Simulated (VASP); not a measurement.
# AlN (I4/mmm) in VASP: notebook

Runs on AlN. Level: PBE. Tasks: single point.

Everything below comes from runs of VASP 6.6.1. Logs are shortened: lines on timing, memory, paths and dates and some standing lists are left out, and cuts for length are marked.

### 1 The cell of the first run

The structure is tetragonal, space group I4/mmm (No. 139). Conventional cell: a = 2.791 Å, b = 2.791 Å, c = 4.008 Å, α = 90.00°, β = 90.00°, γ = 90.00°. Within 2.6 Å of Al (site symmetry 4/mmm) lie 6 N at 1.97 to 2.00 Å. Within 2.6 Å of N (site symmetry 4/mmm) lie 6 Al at 1.97 to 2.00 Å.

### 2 Single point, PBE (strain -0.030 along x and y, -0.015 along z)

INCAR reads:

```
PREC     = Accurate       # precision mode
ENCUT    = 520            # plane-wave cutoff, eV
EDIFF    = 1E-7           # SCF threshold, eV
ISMEAR   = 0              # smearing method
SIGMA    = 0.05           # smearing width, eV
LREAL    = False          # projectors in reciprocal space
LASPH    = True           # aspherical terms in the spheres
NELM     = 60             # most SCF steps
ALGO     = Normal         # electronic algorithm
ISIF     = 2              # what is computed and relaxed
LWAVE    = False          # write WAVECAR
LCHARG   = False          # write CHGCAR
GGA      = PE             # functional
NBANDS   = 11             # bands
```

KPOINTS reads:

```
regular mesh
0
Gamma
  10 10 10
```

POSCAR reads:

```
AlN
1.0
    0.0000000000      1.9734824600      2.0040002300
    1.9734824600      0.0000000000      2.0040002300
    1.9734824600      1.9734824600      0.0000000000
Al N
1 1
Direct
    0.5000000000      0.5000000000      0.5000000000
    0.0000000000      0.0000000000      0.0000000000
```

Potentials or basis: VASP PAW PBE potentials, release 64 (Al, N).

On the command line:

```
$ cat potpaw_PBE.64/Al/POTCAR potpaw_PBE.64/N/POTCAR > POTCAR
$ mpirun -np 1 vasp_std > vasp.out
```

OUTCAR:

```text
PREC = Accurate
   ENCUT = 520
   EDIFF = 1E-7
   ISMEAR = 0
   LREAL = False
   LASPH = True
   NELM = 60
   ISIF = 2
   GGA = PE

 ion  position               nearest neighbor table
   1  0.500  0.500  0.500-   2 1.97   2 1.97   2 1.97   2 1.97   2 2.00   2 2.00
   2  0.000  0.000  0.000-   1 1.97   1 1.97   1 1.97   1 1.97   1 2.00   1 2.00

  LATTYP: Found a body centered tetragonal cell.
 ALAT       =     2.7909256600
 C/A-ratio  =     1.4360828443

  Lattice vectors:

 A1 = (  -1.9734824600,   0.0000000000,   2.0040002300)
 A2 = (   1.9734824600,   0.0000000000,   2.0040002300)
 A3 = (   0.0000000000,   1.9734824600,  -2.0040002300)

Analysis of symmetry for initial positions (statically):
=====================================================================
 Subroutine PRICEL returns:
 Original cell was already a primitive cell.

 Routine SETGRP: Setting up the symmetry group for a
 body centered tetragonal supercell.

 Subroutine GETGRP returns: Found 16 space group operations
 (whereof 16 operations were pure point group operations)
 out of a pool of 16 trial point group operations.

The static configuration has the point symmetry D_4h.

Analysis of symmetry for dynamics (positions and initial velocities):
=====================================================================
 Subroutine PRICEL returns:
 Original cell was already a primitive cell.

 Routine SETGRP: Setting up the symmetry group for a
 body centered tetragonal supercell.

 Subroutine GETGRP returns: Found 16 space group operations
 (whereof 16 operations were pure point group operations)
 out of a pool of 16 trial point group operations.

The dynamic configuration has the point symmetry D_4h.

 Subroutine INISYM returns: Found 16 space group operations
 (whereof 16 operations are pure point group operations),
 and found     1 'primitive' translations

----------------------------------------------------------------------------------------

                                     Primitive cell

  volume of cell :      15.6097

  direct lattice vectors                    reciprocal lattice vectors
     0.000000000  1.973482460  2.004000230    -0.253359232  0.253359232  0.249500969
     1.973482460  0.000000000  2.004000230     0.253359232 -0.253359232  0.249500969
     1.973482460  1.973482460  0.000000000     0.253359232  0.253359232 -0.249500969

  length of vectors
     2.812587766  2.812587766  2.790925660     0.436614858  0.436614858  0.436614858

  position of ions in fractional coordinates (direct lattice)
     0.500000000  0.500000000  0.500000000
     0.000000000  0.000000000  0.000000000

  ion indices of the primitive-cell ions
   primitive index   ion index
                 1           1
                 2           2

----------------------------------------------------------------------------------------

 KPOINTS: regular mesh

Automatic generation of k-mesh.
 Grid dimensions read from file:
 generate k-points for:   10   10   10

 Generating k-lattice:

  Cartesian coordinates                     Fractional coordinates (reciprocal lattice)
    -0.025335923  0.025335923  0.024950097     0.100000000  0.000000000  0.000000000
     0.025335923 -0.025335923  0.024950097     0.000000000  0.100000000  0.000000000
     0.025335923  0.025335923 -0.024950097    -0.000000000 -0.000000000  0.100000000

  Length of vectors
     0.043661486  0.043661486  0.043661486

  Shift w.r.t. Gamma in fractional coordinates (k-lattice)
     0.000000000  0.000000000  0.000000000

 Subroutine IBZKPT returns following result:
 ===========================================

 Found    102 irreducible k-points:

 Following reciprocal coordinates:
            Coordinates               Weight
  0.000000  0.000000  0.000000      1.000000
  0.100000  0.000000  0.000000      8.000000
  0.200000  0.000000  0.000000      8.000000
  0.300000  0.000000  0.000000      8.000000
  0.400000  0.000000  0.000000      8.000000
  0.500000 -0.000000  0.000000      4.000000
[... 16 lines left out ...]
  0.300000  0.300000  0.000000      2.000000
  0.400000  0.300000  0.000000      8.000000
 [... further k-points ...]
   k-points           NKPTS =    102   k-points in BZ     NKDIM =    102   number of bands    NBANDS=     11
   number of dos      NEDOS =    301   number of ions     NIONS =      2
   total plane-waves  NPLWV =  13824
   dimension x,y,z NGX =    24 NGY =   24 NGZ =   24
   dimension x,y,z NGXF=    48 NGYF=   48 NGZF=   48
   ions per type =               1   1
   NGX,Y,Z   is equivalent  to a cutoff of  14.19, 14.19, 14.30 a.u.
   NGXF,Y,Z  is equivalent  to a cutoff of  28.37, 28.37, 28.59 a.u.
 SYSTEM =  unknown system
   PREC   = accura    normal or accurate (medium, high low for compatibility)
   ISTART =      0    job   : 0-new  1-cont  2-samecut
   ICHARG =      2    charge: 1-file 2-atom 10-const
   ISPIN  =      1    spin polarized calculation?
   LNONCOLLINEAR =      F non collinear calculations
[... 64 lines left out ...]
      3      10.6836      2.00000
      4      10.7892      2.00000
      5      17.2395      0.00000
      6      22.9299      0.00000
      7      23.1437      0.00000
      8      23.1437      0.00000
      9      28.3707      0.00000
     10      28.6779      0.00000
     11      29.1963      0.00000

 k-point     2 :       0.1000    0.0000    0.0000
  band No.  band energies     occupation
      1      -7.1458      2.00000
      2       9.6919      2.00000
      3      10.5567      2.00000
      4      10.6125      2.00000
      5      17.8259      0.00000
      6      22.1738      0.00000
      7      23.3260      0.00000
      8      23.4775      0.00000
      9      27.2888      0.00000
     10      27.7295      0.00000
     11      29.7048      0.00000

 k-point     3 :       0.2000    0.0000    0.0000
  band No.  band energies     occupation
      1      -6.5148      2.00000
      2       7.4808      2.00000
      3      10.2489      2.00000
      4      10.2627      2.00000
      5      18.2880      0.00000
      6      21.8652      0.00000
      7      23.5710      0.00000
      8      23.8493      0.00000
      9      26.7546      0.00000
     10      26.9677      0.00000
     11      29.1997      0.00000

 k-point     4 :       0.3000    0.0000    0.0000
  band No.  band energies     occupation
      1      -5.5428      2.00000
      2       5.0398      2.00000
      3       9.8794      2.00000
      4       9.9076      2.00000
      5      17.8263      0.00000
      6      22.8962      0.00000
      7      23.0716      0.00000
      8      23.2597      0.00000
      9      28.2192      0.00000
     10      28.3549      0.00000
     11      28.4089      0.00000

 k-point     5 :       0.4000    0.0000    0.0000
  band No.  band energies     occupation
      1      -4.4487      2.00000
      2       2.9642      2.00000
      3       9.5990      2.00000
      4       9.6566      2.00000
      5      17.3725      0.00000
      6      22.2551      0.00000
      7      22.6132      0.00000
      8      24.3616      0.00000
      9      27.6634      0.00000
     10      30.6412      0.00000
     11      30.6795      0.00000
[... 211 lines left out ...]
 k-point    21 :      -0.3000    0.2000    0.0000
  band No.  band energies     occupation
      1      -4.2069      2.00000
      2       4.0429      2.00000
      3       6.8287      2.00000
      4       9.5257      2.00000
      5      19.4771      0.00000
      6      21.0490      0.00000
      7      22.7498      0.00000
      8      23.7553      0.00000
      9      28.2618      0.00000
     10      30.7684      0.00000
     11      32.1959      0.00000

 k-point    22 :      -0.2000    0.2000    0.0000
  band No.  band energies     occupation
      1      -5.2088      2.00000
      2       5.5328      2.00000
      3       7.6238      2.00000
      4       9.9714      2.00000
      5      20.0186      0.00000
      6      20.9194      0.00000
      7      22.2281      0.00000
      8      23.9889      0.00000
      9      26.1601      0.00000
     10      30.5117      0.00000
     11      31.8368      0.00000

 k-point    23 :       0.3000    0.3000    0.0000
  band No.  band energies     occupation
      1      -5.0217      2.00000
      2       5.7262      2.00000
      3       8.6344      2.00000
      4       8.6344      2.00000
      5      17.4464      0.00000
      6      18.2486      0.00000
      7      23.0336      0.00000
      8      27.1667      0.00000
      9      27.1667      0.00000
     10      31.9654      0.00000
     11      35.7233      0.00000

 k-point    24 :       0.4000    0.3000    0.0000
  band No.  band energies     occupation
      1      -4.2189      2.00000
      2       4.6229      2.00000
      3       7.7934      2.00000
      4       8.3731      2.00000
      5      17.2151      0.00000
      6      18.0246      0.00000
      7      23.4968      0.00000
      8      27.1773      0.00000
      9      27.9799      0.00000
     10      33.2859      0.00000
     11      36.3262      0.00000

 [... further k-points ...]

------------------------ aborting loop because EDIFF is reached ----------------------------------------

  FORCE on cell =-STRESS in cart. coord.  units (eV):
  Direction    XX          YY          ZZ          XY          YZ          ZX
  --------------------------------------------------------------------------------------
  -------------------------------------------------------------------------------------
  Total        2.3821782      2.3821782      1.7976414      0.0000000     -0.0000000     -0.0000000
  in kB      244.5065686    244.5065686    184.5097581      0.0000000     -0.0000000     -0.0000000
  external PRESSURE =     224.5076318 kB  Pullay stress =       0.0000000 kB

 VOLUME and BASIS-vectors are now :
 -----------------------------------------------------------------------------
  energy-cutoff  :      520.00
  volume of cell :       15.61
      direct lattice vectors                 reciprocal lattice vectors
     0.000000000  1.973482460  2.004000230    -0.253359232  0.253359232  0.249500969
     1.973482460  0.000000000  2.004000230     0.253359232 -0.253359232  0.249500969
     1.973482460  1.973482460  0.000000000     0.253359232  0.253359232 -0.249500969

 POSITION                                       TOTAL-FORCE (eV/Angst)
 -----------------------------------------------------------------------------------
      1.97348      1.97348      2.00400         0.000000      0.000000      0.000000
      0.00000      0.00000      0.00000         0.000000     -0.000000     -0.000000
 -----------------------------------------------------------------------------------
    total drift:                                0.000000     -0.000000     -0.000000

  FREE ENERGIE OF THE ION-ELECTRON SYSTEM (eV)
  ---------------------------------------------------
  free  energy   TOTEN  =       -14.4613350780 eV

  energy  without entropy=      -14.4613350780  energy(sigma->0) =      -14.46133508
```

Wall time 8.3 s (1 thread of AMD EPYC 9R45 (Zen 5), shared host); peak memory 0.11 GiB.

What came out:

```
Free energy            : -14.4613 eV
Pressure               : 22.5 GPa
Band gap on the k mesh : 5.05 eV, indirect (least direct gap 6.45 eV)
```

Caveat: the cell differs from its parent crystal (strain -0.030 along x and y, -0.015 along z). A k mesh can miss the band edges.

### 3 Single point, PBE (strain -0.015 along x and y, -0.030 along z)

INCAR reads:

```
SYSTEM = AlN
PREC = Accurate
ENCUT = 520
EDIFF = 1E-7
ISMEAR = 0
SIGMA = 0.05
LREAL = .FALSE.
LASPH = .TRUE.
NELM = 60
ALGO = Normal
ISIF = 2
LWAVE = .FALSE.
LCHARG = .FALSE.
GGA = PE
NBANDS = 11
```

KPOINTS reads:

```
Automatic mesh
0
G
  10 10 10
  0 0 0
```

POSCAR reads:

```
AlN
1.0
    0.0000000000      2.0040002300      1.9734824600
    2.0040002300      0.0000000000      1.9734824600
    2.0040002300      2.0040002300      0.0000000000
Al N
1 1
Direct
    0.5000000000      0.5000000000      0.5000000000
    0.0000000000      0.0000000000      0.0000000000
```

Potentials or basis: VASP PAW PBE potentials, release 64 (Al, N).

On the command line:

```
$ cat potpaw_PBE.64/Al/POTCAR potpaw_PBE.64/N/POTCAR > POTCAR
$ mpirun -np 1 vasp_std > vasp.out
```

Wall time 8.4 s (1 thread of AMD EPYC 9R45 (Zen 5), shared host); peak memory 0.11 GiB.

Results (log left out):

```yaml
Free_energy: -14.4914 eV
Pressure: 17.4 GPa
Band_gap_on_the_k_mesh: 4.88 eV, indirect (least direct gap 6.25 eV)
```

Stress tensor (GPa, compression positive):
```
15.49  0.00  0.00
 0.00 15.49  0.00
 0.00  0.00 21.25
```

Levels at points of the mesh, in eV from the valence-band top:
| k point | band 1 | band 2 | band 3 | band 4 | band 5 | band 6 | band 7 | band 8 | band 9 |
| --- | --- | --- | --- | --- | --- | --- | --- | --- | --- |
| (0.00, 0.00, 0.00) | -17.97 | -0.11 | 0.00 | 0.00 | 6.25 | 12.20 | 12.20 | 12.41 | 17.52 |
| (0.50, 0.00, 0.00) | -14.54 | -8.61 | -1.23 | -1.16 | 6.36 | 11.13 | 11.50 | 13.89 | 16.53 |
| (0.50, 0.50, 0.00) | -13.42 | -7.65 | -3.02 | -3.02 | 4.88 | 5.09 | 14.66 | 17.77 | 17.77 |
| (0.50, 0.00, 0.50) | -13.55 | -7.73 | -3.00 | -2.80 | 5.03 | 5.25 | 14.46 | 17.67 | 18.20 |

Caveat: the cell differs from its parent crystal (strain -0.015 along x and y, -0.030 along z). A k mesh can miss the band edges.

### 4 Single point, PBE (strain -0.030 along x and y, +0.030 along z)

INCAR reads:

```
  PREC = Accurate
  ENCUT = 520
  EDIFF = 1E-7
  ISMEAR = 0
  SIGMA = 0.05
  LREAL = F
  LASPH = T
  NELM = 100
  ALGO = Normal
  ISIF = 2
  LWAVE = F
  LCHARG = T
  GGA = PE
  LELF = T
  LVHAR = T
  NBANDS = 11
```

KPOINTS reads:

```
regular mesh
0
Gamma
  10 10 10
```

POSCAR reads:

```
AlN
1.0
    0.0000000000      1.9734824600      2.0955535400
    1.9734824600      0.0000000000      2.0955535400
    1.9734824600      1.9734824600      0.0000000000
Al N
1 1
Direct
    0.5000000000      0.5000000000      0.5000000000
    0.0000000000      0.0000000000      0.0000000000
```

On the command line:

```
$ cat potpaw_PBE.64/Al/POTCAR potpaw_PBE.64/N/POTCAR > POTCAR
$ mpirun -np 1 vasp_std > vasp.out
```

Wall time 9 s (1 thread of AMD EPYC 9R45 (Zen 5), shared host); peak memory 0.11 GiB.

It converged, with:

| Quantity | Value |
| --- | --- |
| Free energy | -14.4962 eV |
| Pressure | 10.2 GPa |
| Band gap on the k mesh | 4.33 eV, indirect (least direct gap 5.54 eV) |

Stress tensor (GPa, compression positive):
```
15.96  0.00  0.00
 0.00 15.96  0.00
 0.00  0.00 -1.31
```

Levels at points of the mesh, in eV from the valence-band top:
```
           k point  band 1  band 2  band 3  band 4  band 5  band 6  band 7  band 8  band 9
(0.00, 0.00, 0.00)  -17.92   -0.38   -0.38    0.00    5.54   11.46   12.28   12.28   16.75
(0.50, 0.00, 0.00)  -14.61   -8.63   -1.49   -1.23    5.84   10.41   11.58   13.17   16.04
(0.50, 0.50, 0.00)  -13.97   -7.88   -2.78   -2.78    4.95    5.44   13.43   17.66   17.66
(0.50, 0.00, 0.50)  -13.44   -7.62   -3.60   -2.82    4.33    4.89   14.19   16.00   18.02
```

Caveat: the cell differs from its parent crystal (strain -0.030 along x and y, +0.030 along z).

### 5 Single point, PBE (strain +0.000 along x and y, -0.030 along z)

INCAR reads:

```
PREC = Accurate ; ENCUT = 520
EDIFF = 1E-6 ; ISMEAR = 0
SIGMA = 0.05 ; LREAL = F
LASPH = T ; NELM = 60
ALGO = Normal ; ISIF = 2
LWAVE = F ; LCHARG = F
GGA = PE ; NBANDS = 11
```

KPOINTS reads:

```
Automatic mesh
0
Gamma
  10 10 10
```

POSCAR reads:

```
AlN
1.0
    0.0000000000      2.0345180000      1.9734824600
    2.0345180000      0.0000000000      1.9734824600
    2.0345180000      2.0345180000      0.0000000000
Al N
1 1
Direct
    0.5000000000      0.5000000000      0.5000000000
    0.0000000000      0.0000000000      0.0000000000
```

On the command line:

```
$ cat potpaw_PBE.64/Al/POTCAR potpaw_PBE.64/N/POTCAR > POTCAR
$ mpirun -np 1 vasp_std > vasp.out
```

Wall time 8 s (1 thread of AMD EPYC 9R45 (Zen 5), shared host); peak memory 0.11 GiB.

The run converged. Its results:

```yaml
Free_energy: -14.5229 eV
Pressure: 8.6 GPa
Band_gap_on_the_k_mesh: 4.47 eV, indirect (least direct gap 5.75 eV)
```

Stress tensor (GPa, compression positive):
```
 5.35  0.00  0.00
 0.00  5.35  0.00
 0.00  0.00 15.24
```

Levels at points of the mesh, in eV from the valence-band top:
```csv
k point,band 1,band 2,band 3,band 4,band 5,band 6,band 7,band 8,band 9
"(0.00, 0.00, 0.00)",-17.73,-0.23,0.00,0.00,5.75,12.01,12.01,12.41,17.30
"(0.50, 0.00, 0.00)",-14.43,-8.45,-1.23,-1.12,6.11,10.68,11.43,13.38,16.16
"(0.50, 0.50, 0.00)",-13.26,-7.43,-3.05,-3.05,4.47,5.02,14.37,17.15,17.15
"(0.50, 0.00, 0.50)",-13.52,-7.58,-3.02,-2.63,4.75,5.32,13.98,16.96,17.98
```

Caveat: the cell differs from its parent crystal (strain +0.000 along x and y, -0.030 along z). A k mesh can miss the band edges.

### 6 Overview

| cell | gap on the mesh (eV) | pressure (GPa) |
| --- | --- | --- |
| a = 2.813, b = 2.813, c = 2.791 Å, angles 60.3, 60.3, 59.5°, 2 atoms | 5.05 | 22.5 |
| a = 2.813, b = 2.813, c = 2.834 Å, angles 59.7, 59.7, 60.5°, 2 atoms | 4.88 | 17.4 |
| a = 2.879, b = 2.879, c = 2.791 Å, angles 61.0, 61.0, 58.0°, 2 atoms | 4.33 | 10.2 |
| a = 2.834, b = 2.834, c = 2.877 Å, angles 59.5, 59.5, 61.0°, 2 atoms | 4.47 | 8.6 |

Alike in all rows: task single point; level PBE; potentials or basis VASP PAW PBE potentials, release 64 (Al, N); no spin polarisation; k mesh 10 × 10 × 10; cutoff (eV) 520; smearing gaussian 0.05 eV.

Absolute energies hang on the potentials; compare differences alone.
